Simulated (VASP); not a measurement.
# In2CuO4 (I4/mmm) in VASP: notebook

In2CuO4 is run at these levels: PBE; tasks: single point.

Program: VASP 6.6.1. These are calculated values, not measurements. Logs are shortened: lines on timing, memory, paths and dates and some standing lists are left out, and cuts for length are marked.

## Step 1: The cell of the first run

Symmetry: I4/mmm, No. 139, tetragonal system. The conventional cell has a = 3.838 Å, b = 3.838 Å, c = 11.368 Å, α = 90.00°, β = 90.00°, γ = 90.00°. In (site symmetry 4mm) has 8 O at 2.21 to 2.60 Å within 2.9 Å. Within 2.5 Å of Cu (site symmetry 4/mmm) lie 4 O at 1.92 Å. O (site symmetry mmm) has 2 Cu at 1.92 Å and 4 In at 2.60 Å within 2.6 Å. O (site symmetry -4m2) has 4 In at 2.21 Å and 6 O at 2.71 to 2.84 Å within 2.9 Å.

## Step 2: Single point, PBE, collinear spin

INCAR

```
SYSTEM = In2CuO4
PREC = Accurate
ENCUT = 520
EDIFF = 1E-6
ISMEAR = 0
SIGMA = 0.1
LREAL = .False.
LASPH = .True.
NELM = 150
ALGO = Normal
ISIF = 2
LWAVE = .False.
LCHARG = .True.
ISPIN = 2
MAGMOM = 0 0 0.18 0.05 0.05 0 0
LORBIT = 11
LMAXMIX = 4
GGA = PE
LELF = .True.
LVHAR = .True.
NBANDS = 44
```

KPOINTS

```
regular mesh
0
Gamma
  6 6 6
  0 0 0
```

POSCAR

```
In2CuO4
1.0
   -1.9189183510      1.9189183510      5.6840218948
    1.9189183510     -1.9189183510      5.6840218948
    1.9189183510      1.9189183510     -5.6840218948
In Cu O
2 1 4
Direct
    0.3461884676      0.3461884676      0.0000000000
    0.6538115324      0.6538115324      0.0000000000
    0.0000000000      0.0000000000      0.0000000000
    0.5000000000      0.0000000000      0.5000000000
    0.0000000000      0.5000000000      0.5000000000
    0.7500000000      0.2500000000      0.5000000000
    0.2500000000      0.7500000000      0.5000000000
```

Potentials or basis: VASP PAW PBE potentials, release 64 (In_d, Cu, O).

Run with:

```console
$ cat potpaw_PBE.64/In_d/POTCAR potpaw_PBE.64/Cu/POTCAR potpaw_PBE.64/O/POTCAR > POTCAR
$ mpirun -np 1 vasp_std > vasp.out
```

OUTCAR:

```text
SYSTEM = In2CuO4
   PREC = Accurate
   ENCUT = 520
   EDIFF = 1E-6
   ISMEAR = 0
   LREAL = .False.
   LASPH = .True.
   NELM = 150
   ISIF = 2
   ISPIN = 2
   LORBIT = 11
   GGA = PE

 ion  position               nearest neighbor table
   1  0.346  0.346  0.000-   7 2.21   6 2.21   6 2.21   7 2.21   4 2.60   5 2.60   5 2.60   4 2.60
                             3 3.23   3 3.23   3 3.23   3 3.23   2 3.49   2 3.49   2 3.49   2 3.49
   2  0.654  0.654  0.000-   7 2.21   6 2.21   6 2.21   7 2.21   4 2.60   5 2.60   4 2.60   5 2.60
                             3 3.23   3 3.23   3 3.23   3 3.23   1 3.49   1 3.49   1 3.49   1 3.49
   3  0.000  0.000  0.000-   4 1.92   5 1.92   5 1.92   4 1.92   2 3.23   2 3.23   2 3.23   1 3.23
                             2 3.23   1 3.23   1 3.23   1 3.23
   4  0.500  0.000  0.500-   3 1.92   3 1.92   2 2.60   2 2.60   1 2.60   1 2.60
   5  0.000  0.500  0.500-   3 1.92   3 1.92   2 2.60   2 2.60   1 2.60   1 2.60
   6  0.750  0.250  0.500-   1 2.21   2 2.21   1 2.21   2 2.21
   7  0.250  0.750  0.500-   1 2.21   2 2.21   1 2.21   2 2.21

  LATTYP: Found a body centered tetragonal cell.
 ALAT       =     3.8378367020
 C/A-ratio  =     2.9620967937

  Lattice vectors:

 A1 = (  -1.9189183510,   1.9189183510,   5.6840218948)
 A2 = (   1.9189183510,  -1.9189183510,   5.6840218948)
 A3 = (   1.9189183510,   1.9189183510,  -5.6840218948)

Analysis of symmetry for initial positions (statically):
=====================================================================
 Subroutine PRICEL returns:
 Original cell was already a primitive cell.

 Routine SETGRP: Setting up the symmetry group for a
 body centered tetragonal supercell.

 Subroutine GETGRP returns: Found 16 space group operations
 (whereof 16 operations were pure point group operations)
 out of a pool of 16 trial point group operations.

The static configuration has the point symmetry D_4h.

Analysis of symmetry for dynamics (positions and initial velocities):
=====================================================================
 Subroutine PRICEL returns:
 Original cell was already a primitive cell.

 Routine SETGRP: Setting up the symmetry group for a
 body centered tetragonal supercell.

 Subroutine GETGRP returns: Found 16 space group operations
 (whereof 16 operations were pure point group operations)
 out of a pool of 16 trial point group operations.

The dynamic configuration has the point symmetry D_4h.

Analysis of structural, dynamic, and magnetic symmetry:
=====================================================================
 Subroutine PRICEL returns:
 Original cell was already a primitive cell.

 Routine SETGRP: Setting up the symmetry group for a
 body centered tetragonal supercell.

 Subroutine GETGRP returns: Found 16 space group operations
 (whereof 16 operations were pure point group operations)
 out of a pool of 16 trial point group operations.

The overall configuration has the point symmetry D_4h.

 Subroutine INISYM returns: Found 16 space group operations
 (whereof 16 operations are pure point group operations),
 and found     1 'primitive' translations

----------------------------------------------------------------------------------------

                                     Primitive cell

  volume of cell :      83.7199

  direct lattice vectors                    reciprocal lattice vectors
    -1.918918351  1.918918351  5.684021895     0.000000000  0.260563457  0.087965882
     1.918918351 -1.918918351  5.684021895     0.260563457  0.000000000  0.087965882
     1.918918351  1.918918351 -5.684021895     0.260563457  0.260563457  0.000000000

  length of vectors
     6.298618910  6.298618910  6.298618910     0.275011476  0.275011476  0.368492375

  position of ions in fractional coordinates (direct lattice)
     0.346188468  0.346188468  0.000000000
     0.653811532  0.653811532  0.000000000
     0.000000000  0.000000000  0.000000000
     0.500000000  0.000000000  0.500000000
     0.000000000  0.500000000  0.500000000
     0.750000000  0.250000000  0.500000000
     0.250000000  0.750000000  0.500000000

  ion indices of the primitive-cell ions
   primitive index   ion index
                 1           1
                 2           2
                 3           3
                 4           4
                 5           5
                 6           6
                 7           7

----------------------------------------------------------------------------------------

 KPOINTS: regular mesh

Automatic generation of k-mesh.
[... 50 lines left out ...]
   total plane-waves  NPLWV = 110592
   dimension x,y,z NGX =    48 NGY =   48 NGZ =   48
   dimension x,y,z NGXF=    96 NGYF=   96 NGZF=   96
   ions per type =               2   1   4
   NGX,Y,Z   is equivalent  to a cutoff of  12.67, 12.67, 12.67 a.u.
   NGXF,Y,Z  is equivalent  to a cutoff of  25.34, 25.34, 25.34 a.u.
 SYSTEM =  In2CuO4
   PREC   = accura    normal or accurate (medium, high low for compatibility)
   ISTART =      0    job   : 0-new  1-cont  2-samecut
   ICHARG =      2    charge: 1-file 2-atom 10-const
   ISPIN  =      2    spin polarized calculation?
   LNONCOLLINEAR =      F non collinear calculations
   LSORBIT =      F    spin-orbit coupling
   LASPH  =      T    aspherical Exc in radial PAW
   ENCUT  =  520.0 eV  38.22 Ry    6.18 a.u.  11.71 11.71 11.71*2*pi/ulx,y,z
   NELM   =    150;   NELMIN=  2; NELMDL= -5     # of ELM steps
   EDIFF  = 0.1E-05   stopping-criterion for ELM
   LREAL  =      F    real-space projection
[... 7 lines left out ...]
   TEBEG  =    0.0;   TEEND  =   0.0 temperature during run
   PSTRESS=    0.0 pullay stress
   NELECT =      61.0000    total number of electrons
   NUPDOWN=      -1.0000    fix difference up-down
   EMIN   =  10.00;   EMAX   =-10.00  energy-range for DOS
   EFERMI =   0.00;   METHOD = LEGACY
   ISMEAR =     0;   SIGMA  =   0.10  broadening in eV -4-tet -1-fermi 0-gaus
   EFERMI_NEDOS =   21; number of points for ismear=-14 and -15
   IALGO  =     38    algorithm
   IMIX   =      4    mixing-type and parameters
     AMIX     =   0.40;   BMIX     =  1.00
     AMIX_MAG =   1.60;   BMIX_MAG =  1.00
  volume/ion in A,a.u.               =      11.96        80.71
  Fermi-wavevector in a.u.,A,eV,Ry     =   1.473133  2.783817 29.526274  2.170120
  Thomas-Fermi vector in A             =   2.588063
   LORBIT       =     11    0 simple, 1 ext, 2 COOP (PROOUT), +10 PAW based schemes
   GGA     = PE    functional components
   LHFCALC =     F    Hartree Fock is set to
   AEXX    =    0.0000 exact exchange contribution
   IVDW    =     0    specifies the selected vdW correction
   LEPSILON=     F    determine dielectric tensor
   LRPA    =     F    only Hartree local field effects (RPA)
 spin polarized calculation
 Gauss-broadening in eV      SIGMA  =   0.10
  energy-cutoff  :      520.00
  volume of cell :       83.72
 maximum number of plane-waves:      2285
   NGX = 23   NGY = 23   NGZ = 23

 number of electron      61.0000000 magnetization       0.1402943

 Free energy of the ion-electron system (eV)
  ---------------------------------------------------
  ext. energy  EPLUGINS =         0.00000000
  ---------------------------------------------------
  free energy    TOTEN  =       -36.00457146 eV

  energy without entropy =      -35.99707152  energy(sigma->0) =      -36.00082149

 E-fermi :   6.7173     XC(G=0): -11.4805

 val. band max:        6.7092114227   @ k =  -0.1667  -0.1667   0.1667
 cond. band min:       6.8543788432   @ k =  -0.3333   0.3333   0.1667
 fundamental gap:      0.1451674205
 Fermi energy:         6.7172554515

 spin component 1

 k-point     1 :       0.0000    0.0000    0.0000
  band No.  band energies     occupation
      1     -12.3069      1.00000
      2     -11.4634      1.00000
      3     -10.7117      1.00000
      4     -10.7114      1.00000
      5      -7.1828      1.00000
      6      -7.1828      1.00000
[... 1069 lines left out ...]
     41      18.1706      0.00000
     42      19.7152      0.00000

 [... further k-points ...]

 spin component 2

 k-point     1 :       0.0000    0.0000    0.0000
  band No.  band energies     occupation
      1     -12.2799      1.00000
      2     -11.4497      1.00000
      3     -10.7118      1.00000
      4     -10.6637      1.00000
      5      -7.1830      1.00000
      6      -7.1830      1.00000
[... 1069 lines left out ...]
     41      18.1699      0.00000
     42      19.7222      0.00000

 [... further k-points ...]

 [bands above 42 left out]

------------------------ aborting loop because EDIFF is reached ----------------------------------------

  FORCE on cell =-STRESS in cart. coord.  units (eV):
  Direction    XX          YY          ZZ          XY          YZ          ZX
  --------------------------------------------------------------------------------------
  -------------------------------------------------------------------------------------
  Total        0.3590720      0.3590720      0.0003405      0.0000000      0.0000000      0.0000000
  in kB        6.8716880      6.8716880      0.0065157      0.0000000      0.0000000      0.0000000
  external PRESSURE =       4.5832972 kB  Pullay stress =       0.0000000 kB

 VOLUME and BASIS-vectors are now :
 -----------------------------------------------------------------------------
  energy-cutoff  :      520.00
  volume of cell :       83.72
      direct lattice vectors                 reciprocal lattice vectors
    -1.918918351  1.918918351  5.684021895     0.000000000  0.260563457  0.087965882
     1.918918351 -1.918918351  5.684021895     0.260563457  0.000000000  0.087965882
     1.918918351  1.918918351 -5.684021895     0.260563457  0.260563457  0.000000000

 POSITION                                       TOTAL-FORCE (eV/Angst)
 -----------------------------------------------------------------------------------
      0.00000      0.00000      3.93549        -0.000000     -0.000000      0.025124
      0.00000      0.00000      7.43256         0.000000      0.000000     -0.025124
      0.00000      0.00000      0.00000        -0.000000     -0.000000      0.000000
      0.00000      1.91892      0.00000        -0.000000     -0.000000      0.000000
      1.91892      0.00000      0.00000        -0.000000     -0.000000      0.000000
      0.00000      1.91892      2.84201        -0.000000     -0.000000      0.000000
      1.91892      0.00000      2.84201        -0.000000     -0.000000      0.000000
 -----------------------------------------------------------------------------------
    total drift:                                0.000000     -0.000000      0.000000

  FREE ENERGIE OF THE ION-ELECTRON SYSTEM (eV)
  ---------------------------------------------------
  free  energy   TOTEN  =       -36.0045714636 eV

  energy  without entropy=      -35.9970715193  energy(sigma->0) =      -36.00082149

 total charge

# of ion       s       p       d       tot
------------------------------------------
    1        0.623   0.537  10.007  11.167
    2        0.623   0.537  10.007  11.167
    3        0.395   0.411   9.142   9.948
    4        1.576   3.373   0.000   4.949
    5        1.576   3.373   0.000   4.949
    6        1.573   3.429   0.000   5.003
    7        1.573   3.429   0.000   5.003
--------------------------------------------------
tot          7.940  15.091  29.156  52.187

 magnetization (x)

# of ion       s       p       d       tot
------------------------------------------
    1       -0.000  -0.000  -0.000  -0.001
    2       -0.000  -0.000  -0.000  -0.001
    3        0.002   0.004   0.084   0.089
    4        0.002   0.022   0.000   0.024
    5        0.002   0.022   0.000   0.024
    6       -0.000  -0.000   0.000  -0.000
    7       -0.000  -0.000   0.000  -0.000
--------------------------------------------------
tot          0.005   0.047   0.084   0.135
```

Run time: 6.1 min. Hardware: 1 thread of AMD EPYC 9R45 (Zen 5), shared host; peak memory 0.47 GiB.

What came out:

| Quantity | Value |
| --- | --- |
| Free energy | -36.0046 eV |
| Pressure | 0.5 GPa |
| Largest force | 0.025 eV/Å |
| Net moment | 0.14 μB per cell |
| Site moments | In -0.00; Cu +0.09; O +0.02, -0.00 (each value once) μB |
| Valence electrons inside the program's atomic spheres | In 11.17; Cu 9.95; O 4.95, 5.00 (each value once) |

Forces in eV/Å, atoms in the order of the input:
```
In   0.000  0.000  0.025
In   0.000  0.000 -0.025
Cu   0.000  0.000  0.000
O    0.000  0.000  0.000
O    0.000  0.000  0.000
O    0.000  0.000  0.000
O    0.000  0.000  0.000
```

Stress tensor (GPa, compression positive):
```
0.69 0.00 0.00
0.00 0.69 0.00
0.00 0.00 0.00
```

Caveat: spin-orbit coupling is left out, which moves the levels of the heavy elements; semilocal functionals often make such compounds metallic where correlation or magnetic order opens a gap, which also shifts bond lengths. With open d or f shells a metallic result of PBE can be an artefact of self-interaction; +U or a hybrid may open a gap.

## Step 3: Single point, PBE, collinear spin

This run uses another cell than the first one, of 13.51 Å³/atom.

INCAR

```
SYSTEM = In2CuO4
PREC = Accurate
ENCUT = 520
EDIFF = 1E-7
ISMEAR = 0
SIGMA = 0.1
LREAL = .FALSE.
LASPH = .TRUE.
NELM = 150
ALGO = Normal
ISIF = 2
LWAVE = .FALSE.
LCHARG = .TRUE.
ISPIN = 2
MAGMOM = 0 0 1 0 0 0 0
LORBIT = 11
LMAXMIX = 4
GGA = PE
LELF = .TRUE.
LVHAR = .TRUE.
NBANDS = 44
```

KPOINTS

```
regular mesh
0
G
  6 6 6
  0 0 0
```

POSCAR

```
In2CuO4
1.0
   -1.9785000000      1.9785000000      6.0400000000
    1.9785000000     -1.9785000000      6.0400000000
    1.9785000000      1.9785000000     -6.0400000000
In Cu O
2 1 4
Direct
    0.3529000000      0.3529000000      0.0000000000
    0.6471000000      0.6471000000      0.0000000000
    0.0000000000      0.0000000000      0.0000000000
    0.5000000000      0.0000000000      0.5000000000
    0.0000000000      0.5000000000      0.5000000000
    0.7500000000      0.2500000000      0.5000000000
    0.2500000000      0.7500000000      0.5000000000
```

Potentials or basis: VASP PAW PBE potentials, release 64 (In_d, Cu, O).

Run with:

```console
$ cat potpaw_PBE.64/In_d/POTCAR potpaw_PBE.64/Cu/POTCAR potpaw_PBE.64/O/POTCAR > POTCAR
$ mpirun -np 1 vasp_std > vasp.out
```

It took 9.5 min on 1 thread of AMD EPYC 9R45 (Zen 5), shared host; peak memory 0.53 GiB.

Results (log left out):

* Free energy: -35.3429 eV
* Pressure: -13.9 GPa
* Largest force: 1.677 eV/Å
* Net moment: -0.15 μB per cell
* Site moments: In +0.00; Cu -0.10; O -0.03, +0.00 (each value once) μB
* Valence electrons inside the program's atomic spheres: In 11.02; Cu 9.83; O 4.90, 4.91 (each value once)

Forces in eV/Å, atoms in the order of the input:
```
In   0.000  0.000 -1.677
In   0.000  0.000  1.677
Cu   0.000  0.000  0.000
O    0.000  0.000  0.000
O    0.000  0.000  0.000
O    0.000  0.000  0.000
O    0.000  0.000  0.000
```

Stress tensor (GPa, compression positive):
```
-13.54   0.00   0.00
  0.00 -13.54   0.00
  0.00   0.00 -14.62
```

Levels at points of the mesh, in eV from the Fermi level:
Spin up:
```
           k point  band 28  band 29  band 30  band 31  band 32  band 33  band 34  band 35
(0.00, 0.00, 0.00)    -1.68    -0.95    -0.89    -0.46    -0.46     3.70     4.74     5.35
(0.50, 0.00, 0.00)    -1.25    -0.89    -0.81    -0.44     2.69     2.91     5.35     5.37
(0.50, 0.50, 0.00)    -0.43    -0.07    -0.07     1.55     1.92     3.53     5.14     5.23
(0.50, 0.50, 0.50)    -1.53    -0.60    -0.55    -0.55     1.49     1.67     4.32     6.68
```
Spin down:
```tsv
k point	band 27	band 28	band 29	band 30	band 31	band 32	band 33	band 34	band 35	band 36
(0.00, 0.00, 0.00)	-1.73	-1.73	-0.95	-0.92	-0.46	-0.46	3.69	4.74	5.34	6.32
(0.50, 0.00, 0.00)	-1.71	-1.26	-0.93	-0.86	-0.61	2.68	2.91	5.31	5.36	8.15
(0.50, 0.50, 0.00)	-0.90	-0.46	-0.07	-0.07	1.56	1.72	3.52	5.13	5.23	7.07
(0.50, 0.50, 0.50)	-1.58	-1.58	-0.60	-0.55	-0.55	1.49	1.66	4.31	6.68	7.06
```

Caveat: the cell stands under tension; spin-orbit coupling is left out, which moves the levels of the heavy elements; semilocal functionals often make such compounds metallic where correlation or magnetic order opens a gap, which also shifts bond lengths; forces of over 1 eV/Å act on the atoms, so gaps and moduli don't describe the material at rest. With open d or f shells a metallic result of PBE can be an artefact of self-interaction; +U or a hybrid may open a gap.
